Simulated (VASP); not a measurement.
# NiO (I4/mmm) in VASP: further runs, part 2 of 2

VASP 6.6.1. Earlier steps stand in the parts before.

## Step 4: Single point, PBE, collinear spin, ferromagnetic start

This run uses another cell than the first one, of 8.98 Å³/atom.

Input file INCAR:

```
PREC = Accurate
ENCUT = 520
EDIFF = 1E-6
ISMEAR = -1
SIGMA = 0.05
LREAL = F
LASPH = T
NELM = 150
ALGO = Normal
ISIF = 2
LWAVE = F
LCHARG = F
ISPIN = 2
MAGMOM = 1 0
LORBIT = 11
LMAXMIX = 4
GGA = PE
NBANDS = 19
```

Input file KPOINTS:

```
Automatic mesh
0
Gamma
  9 9 9
```

Input file POSCAR:

```
NiO
1.0
    0.0000000000      2.0859016414      2.0650426250
    2.0859016414      0.0000000000      2.0650426250
    2.0859016414      2.0859016414      0.0000000000
Ni O
1 1
Direct
    0.0000000000      0.0000000000      0.0000000000
    0.5000000000      0.5000000000      0.5000000000
```

Potentials or basis: VASP PAW PBE potentials, release 64 (Ni, O).

Started as:

```
> cat potpaw_PBE.64/Ni/POTCAR potpaw_PBE.64/O/POTCAR > POTCAR
> mpirun -np 1 vasp_std > vasp.out
```

OUTCAR:

```text
PREC = Accurate
   ENCUT = 520
   EDIFF = 1E-6
   ISMEAR = -1
   LREAL = F
   LASPH = T
   NELM = 150
   ISIF = 2
   ISPIN = 2
   LORBIT = 11
   GGA = PE

 ion  position               nearest neighbor table
   1  0.000  0.000  0.000-   2 2.07   2 2.07   2 2.09   2 2.09   2 2.09   2 2.09
   2  0.500  0.500  0.500-   1 2.07   1 2.07   1 2.09   1 2.09   1 2.09   1 2.09

  LATTYP: Found a body centered tetragonal cell.
 ALAT       =     2.9499103910
 C/A-ratio  =     1.4000714268

  Lattice vectors:

 A1 = (   0.0000000000,  -2.0859016414,  -2.0650426250)
 A2 = (   0.0000000000,   2.0859016414,  -2.0650426250)
 A3 = (   2.0859016414,   0.0000000000,   2.0650426250)

Analysis of symmetry for initial positions (statically):
=====================================================================
 Subroutine PRICEL returns:
 Original cell was already a primitive cell.

 Routine SETGRP: Setting up the symmetry group for a
 body centered tetragonal supercell.

[... 725 lines left out ...]
      3       5.5506      1.00000
      4       5.5506      1.00000
      5       6.2014      1.00000
      6       6.2016      1.00000
[... 517 lines left out ...]
     18      41.1125      0.00000
     19      42.5690      0.00000

 [... further k-points ...]

------------------------ aborting loop because EDIFF is reached ----------------------------------------

  FORCE on cell =-STRESS in cart. coord.  units (eV):
  Direction    XX          YY          ZZ          XY          YZ          ZX
  --------------------------------------------------------------------------------------
  -------------------------------------------------------------------------------------
  Total        0.8301383      0.8301383      1.0065843      0.0000000     -0.0000000     -0.0000000
  in kB       74.0140812     74.0140812     89.7457906      0.0000000     -0.0000000     -0.0000000
  external PRESSURE =      79.2579844 kB  Pullay stress =       0.0000000 kB

 VOLUME and BASIS-vectors are now :
 -----------------------------------------------------------------------------
  energy-cutoff  :      520.00
  volume of cell :       17.97
      direct lattice vectors                 reciprocal lattice vectors
     0.000000000  2.085901641  2.065042625    -0.239704495  0.239704495  0.242125753
     2.085901641  0.000000000  2.065042625     0.239704495 -0.239704495  0.242125753
     2.085901641  2.085901641  0.000000000     0.239704495  0.239704495 -0.242125753

 POSITION                                       TOTAL-FORCE (eV/Angst)
 -----------------------------------------------------------------------------------
      0.00000      0.00000      0.00000         0.000000     -0.000000      0.000000
      2.08590      2.08590      2.06504        -0.000000      0.000000      0.000000
 -----------------------------------------------------------------------------------
    total drift:                                0.000000     -0.000000     -0.000000

  FREE ENERGIE OF THE ION-ELECTRON SYSTEM (eV)
  ---------------------------------------------------
  free  energy   TOTEN  =       -11.4647569070 eV

  energy  without entropy=      -11.4550715711  energy(sigma->0) =      -11.45991424

 total charge

# of ion       s       p       d       tot
------------------------------------------
    1        0.337   0.416   8.259   9.012
    2        1.557   3.429   0.000   4.986
--------------------------------------------------
tot          1.894   3.845   8.259  13.998

 magnetization (x)

# of ion       s       p       d       tot
------------------------------------------
    1        0.011   0.015   1.382   1.409
    2        0.028   0.230   0.000   0.258
--------------------------------------------------
tot          0.040   0.245   1.382   1.667
```

stdout:

```text
POSCAR found type information on POSCAR NiO
 POSCAR found :  2 types and       2 ions
 scaLAPACK will be used
 LDA part: xc-table for (Slater+PW92), standard interpolation
 POSCAR, INCAR and KPOINTS ok, starting setup
 FFT: planning ... GRIDC
 FFT: planning ... GRID_SOFT
 FFT: planning ... GRID
 WAVECAR not read
 entering main loop
```

It took 23 s on 1 thread of Intel Xeon 6975P-C (Granite Rapids), shared host; peak memory 0.17 GiB.

Results:

```
Free energy                                           : -11.4648 eV
Pressure                                              : 7.9 GPa
Net moment                                            : 1.71 μB per cell
Site moments                                          : Ni +1.41; O +0.26 μB
Valence electrons inside the program's atomic spheres : Ni 9.01; O 4.99
```

Caveat: the cell stands under pressure; a cell with one magnetic atom can't hold antiferromagnetic order, which such compounds often take; semilocal functionals often make such compounds metallic where correlation or magnetic order opens a gap, which also shifts bond lengths. With open d or f shells a metallic result of PBE can be an artefact of self-interaction; +U or a hybrid may open a gap.

## Step 5: Single point, PBE, collinear spin, ferromagnetic start

This run uses another cell than the first one, of 9.17 Å³/atom.

Input file INCAR:

```
SYSTEM = NiO
PREC = Accurate
ENCUT = 520
EDIFF = 1E-6
ISMEAR = -1
SIGMA = 0.05
LREAL = .False.
LASPH = .True.
NELM = 150
ALGO = Normal
ISIF = 2
LWAVE = .False.
LCHARG = .False.
ISPIN = 2
MAGMOM = 1 0
LORBIT = 11
LMAXMIX = 4
GGA = PE
NBANDS = 19
```

Input file KPOINTS:

```
regular mesh
0
Gamma
  9 9 9
  0 0 0
```

Input file POSCAR:

```
NiO
1.0
    0.0000000000      2.0859016414      2.1067606578
    2.0859016414      0.0000000000      2.1067606578
    2.0859016414      2.0859016414      0.0000000000
Ni O
1 1
Direct
    0.0000000000      0.0000000000      0.0000000000
    0.5000000000      0.5000000000      0.5000000000
```

Started as:

```
> cat potpaw_PBE.64/Ni/POTCAR potpaw_PBE.64/O/POTCAR > POTCAR
> mpirun -np 1 vasp_std > vasp.out
```

It took 21 s on 1 thread of Intel Xeon 6975P-C (Granite Rapids), shared host; peak memory 0.17 GiB.

Results (log left out):

| Item | Value |
| --- | --- |
| Free energy | -11.4783 eV |
| Pressure | 3.8 GPa |
| Net moment | 1.74 μB per cell |
| Site moments | Ni +1.44; O +0.27 μB |
| Valence electrons inside the program's atomic spheres | Ni 8.97; O 4.98 |

Stress tensor (GPa, compression positive):
```
4.19 0.00 0.00
0.00 4.19 0.00
0.00 0.00 2.90
```

Levels at points of the mesh, in eV from the Fermi level:
Spin up:
| k point | band 5 | band 6 | band 7 | band 8 | band 9 | band 10 | band 11 | band 12 | band 13 | band 14 |
| --- | --- | --- | --- | --- | --- | --- | --- | --- | --- | --- |
| (0.00, 0.00, 0.00) | -2.98 | -2.94 | -2.67 | -2.63 | -2.63 | 1.50 | 17.84 | 18.86 | 18.88 | 18.88 |
Spin down:
```csv
k point,band 3,band 4,band 5,band 6,band 7,band 8,band 9,band 10,band 11,band 12
"(0.00, 0.00, 0.00)",-2.48,-2.43,-1.86,-1.82,-1.82,-0.61,-0.59,1.85,17.77,19.08
```

Caveat: the cell stands under pressure; a cell with one magnetic atom can't hold antiferromagnetic order, which such compounds often take; semilocal functionals often make such compounds metallic where correlation or magnetic order opens a gap, which also shifts bond lengths.

## Step 6: Single point, PBE, collinear spin, ferromagnetic start

This run uses another cell than the first one, of 9.26 Å³/atom.

Input file INCAR:

```
PREC = Accurate ; ENCUT = 520
EDIFF = 1E-6 ; ISMEAR = -1
SIGMA = 0.05 ; LREAL = F
LASPH = T ; NELM = 150
ALGO = Normal ; ISIF = 2
LWAVE = F ; LCHARG = F
ISPIN = 2 ; MAGMOM = 1 0
LORBIT = 11 ; LMAXMIX = 4
GGA = PE ; NBANDS = 19
```

Input file KPOINTS:

```
Automatic mesh
0
Gamma
  9 9 9
```

Input file POSCAR:

```
NiO
1.0
    0.0000000000      2.0859016414      2.1276196742
    2.0859016414      0.0000000000      2.1276196742
    2.0859016414      2.0859016414      0.0000000000
Ni O
1 1
Direct
    0.0000000000      0.0000000000      0.0000000000
    0.5000000000      0.5000000000      0.5000000000
```

Potentials or basis: VASP PAW PBE potentials, release 64 (Ni, O).

Started as:

```
> cat potpaw_PBE.64/Ni/POTCAR potpaw_PBE.64/O/POTCAR > POTCAR
> mpirun -np 1 vasp_std > vasp.out
```

It took 22 s on 1 thread of Intel Xeon 6975P-C (Granite Rapids), shared host; peak memory 0.17 GiB.

Results (log left out):

```yaml
Free_energy: -11.4804 eV
Pressure: 2.0 GPa
Net_moment: 1.76 μB per cell
Site_moments: Ni +1.45; O +0.27 μB
Valence_electrons_inside_the_program's_atomic_spheres: Ni 8.96; O 4.97
```

Stress tensor (GPa, compression positive):
```
2.80 0.00 0.00
0.00 2.80 0.00
0.00 0.00 0.52
```

Levels at points of the mesh, in eV from the Fermi level:
Spin up:
```tsv
k point	band 6	band 7	band 8	band 9	band 10	band 11	band 12	band 13
(0.00, 0.00, 0.00)	-2.88	-2.68	-2.60	-2.60	1.45	17.81	18.77	18.82
```
Spin down:
```
           k point  band 4  band 5  band 6  band 7  band 8  band 9  band 10  band 11
(0.00, 0.00, 0.00)   -2.35   -1.87   -1.78   -1.78   -0.60   -0.55     1.81    17.75
```

Caveat: a cell with one magnetic atom can't hold antiferromagnetic order, which such compounds often take; semilocal functionals often make such compounds metallic where correlation or magnetic order opens a gap, which also shifts bond lengths. With open d or f shells a metallic result of PBE can be an artefact of self-interaction; +U or a hybrid may open a gap.

## Step 7: Summary

```csv
cell,gap on the mesh (eV),pressure (GPa),moment (μB)
"a = 2.892, b = 2.892, c = 2.950 Å, angles 59.3, 59.3, 61.3°, 2 atoms",none,13.1,1.44
"a = 2.921, b = 2.921, c = 2.950 Å, angles 59.7, 59.7, 60.7°, 2 atoms",none,9.8,1.67
"a = 2.935, b = 2.935, c = 2.950 Å, angles 59.8, 59.8, 60.3°, 2 atoms",none,7.9,1.71
"a = 2.965, b = 2.965, c = 2.950 Å, angles 60.2, 60.2, 59.7°, 2 atoms",none,3.8,1.74
"a = 2.980, b = 2.980, c = 2.950 Å, angles 60.3, 60.3, 59.3°, 2 atoms",none,2.0,1.76
```

Alike in all rows: task single point; level PBE; potentials or basis VASP PAW PBE potentials, release 64 (Ni, O); spin collinear, ferromagnetic start; k mesh 9 × 9 × 9; cutoff (eV) 520; smearing fermi-dirac 0.05 eV.

Caveats: a cell with one magnetic atom can't hold antiferromagnetic order, which such compounds often take; semilocal functionals often make such compounds metallic where correlation or magnetic order opens a gap, which also shifts bond lengths; the cell stands under pressure (at least some runs).

Absolute energies hang on the potentials; compare differences alone.
